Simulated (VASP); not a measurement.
# Al16Ni in VASP: further runs

The runs below take Al16Ni through single point, with PBE.

Program: VASP 6.6.1. These are calculated values, not measurements. Logs are shortened: lines on timing, memory, paths and dates and some standing lists are left out, and cuts for length are marked.

## (1) The cell of the first run

The cell holds a slab with vacuum, 17 atoms: a = 5.728 Å, b = 5.728 Å, c = 18.015 Å, α = 90.00°, β = 90.00°, γ = 60.00°.

## (2) Single point, PBE, collinear spin, zero start

Input file INCAR:

```
  PREC = Accurate
  ENCUT = 520
  EDIFF = 1E-7
  ISMEAR = -1
  SIGMA = 0.1
  LREAL = Auto
  LASPH = True
  NELM = 150
  ALGO = Normal
  ISIF = 2
  LWAVE = False
  LCHARG = False
  ISPIN = 2
  MAGMOM = 0 0 0 0 0 0 0 0 0 0 0 0 0 0 0 0 0
  LORBIT = 11
  LMAXMIX = 4
  GGA = PE
  NBANDS = 47
```

Input file KPOINTS:

```
Automatic mesh
0
Gamma
  4 4 1
```

Input file POSCAR:

```
Al16Ni
1.0
    5.7275650000      0.0000000000      0.0000000000
    2.8637820000      4.9602170000      0.0000000000
    0.0000000000      0.0000000000     18.0148060000
Al Ni
16 1
Direct
    0.0000000000      0.0000000000      0.0555098956
    0.5000000873      0.0000000000      0.0555098956
   -0.0000000504      0.5000001008      0.0555098956
    0.5000000369      0.5000001008      0.0555098956
    0.1661272306      0.1661255949      0.1869042609
    0.6673985170      0.1661298286      0.1869216355
    0.1661312360      0.6673970111      0.1869216355
    0.6665445278      0.6665430162      0.1875807044
   -0.1665906080      0.3328781785      0.3137079023
    0.3331567729      0.3331541745      0.3113820376
   -0.1666037018      0.8333935794      0.3137437061
    0.3328811665      0.8334064820      0.3137079023
   -0.0001043469     -0.0001090678      0.4473169458
    0.4935272151      0.0123954254      0.4438007825
    0.0123994781      0.4935229648      0.4438008380
    0.4932596942      0.4932554362      0.4436199313
    0.6660195565      0.6660160231      0.5279370202
```

Potentials or basis: VASP PAW PBE potentials, release 64 (Al, Ni).

Run with:

```console
$ cat potpaw_PBE.64/Al/POTCAR potpaw_PBE.64/Ni/POTCAR > POTCAR
$ mpirun -np 1 vasp_std > vasp.out
```

OUTCAR:

```text
PREC = Accurate
   ENCUT = 520
   EDIFF = 1E-7
   ISMEAR = -1
   LREAL = Auto
   LASPH = True
   NELM = 150
   ISIF = 2
   ISPIN = 2
   LORBIT = 11
   GGA = PE

 ion  position               nearest neighbor table
   1  0.000  0.000  0.056-   2 2.86   3 2.86   4 2.86   4 2.86   3 2.86   2 2.86   5 2.88   6 2.89
                             7 2.89
   2  0.500  0.000  0.056-   1 2.86   3 2.86   4 2.86   4 2.86   1 2.86   3 2.86   6 2.89   5 2.89
                             8 2.90
   3  1.000  0.500  0.056-   4 2.86   2 2.86   1 2.86   1 2.86   4 2.86   2 2.86   7 2.89   5 2.89
                             8 2.90
   4  0.500  0.500  0.056-   3 2.86   2 2.86   1 2.86   1 2.86   2 2.86   3 2.86   7 2.89   6 2.89
                             8 2.90
   5  0.166  0.166  0.187-  10 2.79   9 2.82  12 2.82   7 2.86   6 2.86   8 2.86   8 2.86   6 2.87
                             7 2.87   1 2.88   2 2.89   3 2.89
   6  0.667  0.166  0.187-  10 2.79   9 2.82  11 2.82   5 2.86   7 2.86   8 2.86   8 2.86   7 2.87
                             5 2.87   1 2.89   2 2.89   4 2.89
   7  0.166  0.667  0.187-  10 2.79  12 2.82  11 2.82   5 2.86   6 2.86   8 2.86   8 2.86   6 2.87
                             5 2.87   1 2.89   3 2.89   4 2.89
   8  0.667  0.667  0.188-  12 2.81   9 2.81  11 2.81   6 2.86   7 2.86   5 2.86   5 2.86   7 2.86
                             6 2.86   4 2.90   3 2.90   2 2.90
   9  0.833  0.333  0.314-   8 2.81   6 2.82   5 2.82  12 2.86  11 2.86  10 2.86  10 2.86  11 2.87
                            12 2.87  16 2.89  15 2.89  13 2.92
  10  0.333  0.333  0.311-   5 2.79   6 2.79   7 2.79  16 2.86   9 2.86  12 2.86  11 2.86  11 2.86
                            12 2.86   9 2.86  15 2.87  14 2.87
  11  0.833  0.833  0.314-   8 2.81   7 2.82   6 2.82   9 2.86  12 2.86  10 2.86  10 2.86  12 2.87
                             9 2.87  14 2.89  15 2.89  13 2.92
  12  0.333  0.833  0.314-   8 2.81   7 2.82   5 2.82   9 2.86  11 2.86  10 2.86  10 2.86  11 2.87
                             9 2.87  16 2.89  14 2.89  13 2.92
  13  1.000  1.000  0.447-  14 2.86  15 2.86  16 2.87  16 2.87  15 2.87  14 2.87  11 2.92  12 2.92
                             9 2.92
  14  0.494  0.012  0.444-  17 2.29  16 2.75  15 2.76  13 2.86  13 2.87  10 2.87  12 2.89  11 2.89
                            15 2.97  16 2.97
  15  0.012  0.494  0.444-  17 2.29  16 2.75  14 2.76  13 2.86  13 2.87  10 2.87   9 2.89  11 2.89
                            14 2.97  16 2.97
  16  0.493  0.493  0.444-  17 2.29  14 2.75  15 2.75  10 2.86  13 2.87  13 2.87   9 2.89  12 2.89
                            15 2.97  14 2.97
  17  0.666  0.666  0.528-  16 2.29  14 2.29  15 2.29

  LATTYP: Found a hexagonal cell.
 ALAT       =     5.7275649303
 C/A-ratio  =     3.1452818465

  Lattice vectors:

 A1 = (  -2.8637820000,  -4.9602170000,   0.0000000000)
 A2 = (   5.7275650000,   0.0000000000,   0.0000000000)
 A3 = (   0.0000000000,   0.0000000000,  18.0148060000)

Analysis of symmetry for initial positions (statically):
=====================================================================
 Subroutine PRICEL returns:
 Original cell was already a primitive cell.

 Routine SETGRP: Setting up the symmetry group for a
 hexagonal supercell.

 Subroutine GETGRP returns: Found  2 space group operations
 (whereof  2 operations were pure point group operations)
 out of a pool of 24 trial point group operations.

The static configuration has the point symmetry C_1h.

Analysis of symmetry for dynamics (positions and initial velocities):
=====================================================================
 Subroutine PRICEL returns:
 Original cell was already a primitive cell.

 Routine SETGRP: Setting up the symmetry group for a
 hexagonal supercell.

 Subroutine GETGRP returns: Found  2 space group operations
 (whereof  2 operations were pure point group operations)
 out of a pool of 24 trial point group operations.

The dynamic configuration has the point symmetry C_1h.

Analysis of structural, dynamic, and magnetic symmetry:
=====================================================================
 Subroutine PRICEL returns:
 Original cell was already a primitive cell.

 Routine SETGRP: Setting up the symmetry group for a
 hexagonal supercell.

 Subroutine GETGRP returns: Found  2 space group operations
 (whereof  2 operations were pure point group operations)
 out of a pool of 24 trial point group operations.

The overall configuration has the point symmetry C_1h.

 Subroutine INISYM returns: Found  2 space group operations
 (whereof  2 operations are pure point group operations),
 and found     1 'primitive' translations

----------------------------------------------------------------------------------------

                                     Primitive cell

  volume of cell :     511.8000

[... 99 lines left out ...]
   NELM   =    150;   NELMIN=  2; NELMDL= -5     # of ELM steps
   EDIFF  = 0.1E-06   stopping-criterion for ELM
   LREAL  =      T    real-space projection
   EDIFFG = 0.1E-05   stopping-criterion for IOM
   NSW    =      0    number of steps for IOM
   IBRION =     -1    ionic relax: 0-MD 1-quasi-New 2-CG
   NFREE  =      0    steps in history (QN), initial steepest desc. (CG)
   ISIF   =      2    stress and relaxation
   ISYM   =      2    0-nonsym 1-usesym 2-fastsym
   POTIM  = 0.5000    time-step for ionic-motion
   TEBEG  =    0.0;   TEEND  =   0.0 temperature during run
   PSTRESS=    0.0 pullay stress
   NELECT =      58.0000    total number of electrons
   NUPDOWN=      -1.0000    fix difference up-down
   EMIN   =  10.00;   EMAX   =-10.00  energy-range for DOS
   EFERMI =   0.00;   METHOD = LEGACY
   ISMEAR =    -1;   SIGMA  =   0.10  broadening in eV -4-tet -1-fermi 0-gaus
   EFERMI_NEDOS =   21; number of points for ismear=-14 and -15
   IALGO  =     38    algorithm
   IMIX   =      4    mixing-type and parameters
     AMIX     =   0.40;   BMIX     =  1.00
     AMIX_MAG =   1.60;   BMIX_MAG =  1.00
  volume/ion in A,a.u.               =      30.11       203.16
  Fermi-wavevector in a.u.,A,eV,Ry     =   0.792229  1.497096  8.539381  0.627627
  Thomas-Fermi vector in A             =   1.897926
   LORBIT       =     11    0 simple, 1 ext, 2 COOP (PROOUT), +10 PAW based schemes
   GGA     = PE    functional components
   LHFCALC =     F    Hartree Fock is set to
   AEXX    =    0.0000 exact exchange contribution
   IVDW    =     0    specifies the selected vdW correction
   LEPSILON=     F    determine dielectric tensor
   LRPA    =     F    only Hartree local field effects (RPA)
 spin polarized calculation
  energy-cutoff  :      520.00
  volume of cell :      511.80
 maximum number of plane-waves:     13819
 NGX is ok and might be reduce to    48
   NGX = 21   NGY = 21   NGZ = 67

 number of electron      58.0000002 magnetization      -0.0000007

 number of electron      58.0000002 magnetization       0.0000000

 Free energy of the ion-electron system (eV)
  ---------------------------------------------------
  ext. energy  EPLUGINS =         0.00000000
  ---------------------------------------------------
  free energy    TOTEN  =       -61.87104616 eV

  energy without entropy =      -61.60552713  energy(sigma->0) =      -61.73828664

 E-fermi :   2.5115     XC(G=0):  -6.5690

 val. band max:        2.4775087662   @ k =   0.2500   0.0000   0.0000
 cond. band min:       2.5127110126   @ k =   0.5000   0.2500   0.0000
 fundamental gap:      0.0352022463
 Fermi energy:         2.5115385554

 spin component 1

 k-point     1 :       0.0000    0.0000    0.0000
  band No.  band energies     occupation
      1      -8.2165      1.00000
      2      -7.1315      1.00000
      3      -5.6323      1.00000
      4      -3.4480      1.00000
      5      -2.3858      1.00000
      6      -2.3747      1.00000
[... 297 lines left out ...]
     40       5.4517      0.00000
     41       5.5292      0.00000
 Fermi energy:         2.5115385554

 spin component 2

 k-point     1 :       0.0000    0.0000    0.0000
  band No.  band energies     occupation
      1      -8.2165      1.00000
      2      -7.1315      1.00000
      3      -5.6323      1.00000
      4      -3.4480      1.00000
      5      -2.3858      1.00000
      6      -2.3747      1.00000
[... 297 lines left out ...]
     40       5.4517      0.00000
     41       5.5292      0.00000
 [bands above 41 left out]

------------------------ aborting loop because EDIFF is reached ----------------------------------------

  FORCE on cell =-STRESS in cart. coord.  units (eV):
  Direction    XX          YY          ZZ          XY          YZ          ZX
  --------------------------------------------------------------------------------------
  -------------------------------------------------------------------------------------
  Total       -2.7889908     -2.8096575      0.0609058      0.0178980      0.0078629      0.0136190
  in kB       -8.7308670     -8.7955636      0.1906642      0.0560291      0.0246147      0.0426339
  external PRESSURE =      -5.7785888 kB  Pullay stress =       0.0000000 kB

 VOLUME and BASIS-vectors are now :
 -----------------------------------------------------------------------------
  energy-cutoff  :      520.00
  volume of cell :      511.80
      direct lattice vectors                 reciprocal lattice vectors
     5.727565000  0.000000000  0.000000000     0.174594265 -0.100802024  0.000000000
     2.863782000  4.960217000  0.000000000     0.000000000  0.201604083  0.000000000
     0.000000000  0.000000000 18.014806000     0.000000000  0.000000000  0.055509896

 POSITION                                       TOTAL-FORCE (eV/Angst)
 -----------------------------------------------------------------------------------
      0.00000      0.00000      1.00000        -0.000441     -0.000254     -0.036429
      2.86378      0.00000      1.00000        -0.000400     -0.053415      0.014543
      7.15946      2.48011      1.00000        -0.046458      0.026361      0.014543
      4.29567      2.48011      1.00000         0.045978      0.026545      0.014734
      1.42725      0.82402      3.36704         0.002669      0.001541      0.005250
      4.29833      0.82404      3.36736        -0.001532      0.001207      0.005515
[... 9 lines left out ...]
      4.23775      2.44665      7.99173        -0.009665     -0.005580     -0.008121
      5.72199      3.30358      9.51068         0.002103      0.001214      0.030112
 -----------------------------------------------------------------------------------
    total drift:                               -0.001951     -0.001974      0.002873

  FREE ENERGIE OF THE ION-ELECTRON SYSTEM (eV)
  ---------------------------------------------------
  free  energy   TOTEN  =       -61.8710461635 eV

  energy  without entropy=      -61.6055271260  energy(sigma->0) =      -61.73828664

 total charge

# of ion       s       p       d       tot
------------------------------------------
    1        0.458   0.301   0.000   0.759
    2        0.457   0.301   0.000   0.758
    3        0.457   0.301   0.000   0.758
    4        0.457   0.301   0.000   0.758
    5        0.429   0.342   0.000   0.771
    6        0.429   0.342   0.000   0.771
[... 9 lines left out ...]
   16        0.445   0.341   0.000   0.786
   17        0.511   0.216   8.546   9.273
--------------------------------------------------
tot          7.585   5.451   8.546  21.582

 magnetization (x)

# of ion       s       p       d       tot
------------------------------------------
    1       -0.000   0.000   0.000  -0.000
    2       -0.000   0.000   0.000  -0.000
    3       -0.000   0.000   0.000  -0.000
    4        0.000   0.000   0.000   0.000
    5        0.000  -0.000   0.000   0.000
    6        0.000  -0.000   0.000   0.000
[... 9 lines left out ...]
   16       -0.000  -0.000   0.000  -0.000
   17        0.000   0.000   0.000   0.000
--------------------------------------------------
tot          0.000  -0.000   0.000   0.000
```

Run time: 17 min. Hardware: 1 thread of Intel Xeon Platinum 8375C at 2.90GHz (Ice Lake), shared host; peak memory 0.98 GiB.

What came out:

```yaml
Free_energy: -61.8710 eV
Largest_force: 0.055 eV/Å
Band_gap_on_the_k_mesh: zero (filled and empty bands overlap)
Net_moment: 0.00 μB per cell
Valence_electrons_inside_the_program's_atomic_spheres: Al 0.76, 0.77, 0.79; Ni 9.27
```

Forces on the atoms (eV/Å):
```
Al   0.000  0.000 -0.036
Al   0.000 -0.053  0.015
Al  -0.046  0.026  0.015
Al   0.046  0.027  0.015
Al   0.003  0.002  0.005
Al  -0.002  0.001  0.006
Al   0.000 -0.002  0.006
Al   0.001  0.001 -0.006
Al  -0.002 -0.004 -0.002
Al   0.000  0.000 -0.003
Al   0.001  0.000 -0.002
Al  -0.005  0.001 -0.002
Al   0.000  0.000 -0.004
Al   0.001  0.014 -0.013
Al   0.012 -0.006 -0.013
Al  -0.010 -0.006 -0.008
Ni   0.002  0.001  0.030
```

Levels at points of the mesh, in eV from the Fermi level:
Spin up:
```
           k point  band 25  band 26  band 27  band 28  band 29  band 30
(0.00, 0.00, 0.00)    -1.27    -1.27    -1.19    -1.19    -0.62    -0.05
(0.50, 0.00, 0.00)    -0.65    -0.46    -0.45     0.23     0.46     0.61
(0.50, 0.50, 0.00)    -0.65    -0.46    -0.45     0.23     0.46     0.61
```
Spin down:
| k point | band 23 | band 24 | band 25 | band 26 | band 27 | band 28 | band 29 | band 30 | band 31 | band 32 |
| --- | --- | --- | --- | --- | --- | --- | --- | --- | --- | --- |
| (0.00, 0.00, 0.00) | -2.08 | -1.38 | -1.27 | -1.27 | -1.19 | -1.19 | -0.62 | -0.05 | 0.10 | 0.14 |
| (0.50, 0.00, 0.00) | -1.05 | -0.66 | -0.65 | -0.46 | -0.45 | 0.23 | 0.46 | 0.61 | 0.64 | 0.73 |
| (0.50, 0.50, 0.00) | -1.05 | -0.66 | -0.65 | -0.46 | -0.45 | 0.23 | 0.46 | 0.61 | 0.64 | 0.73 |

[end of part 1 of 2]
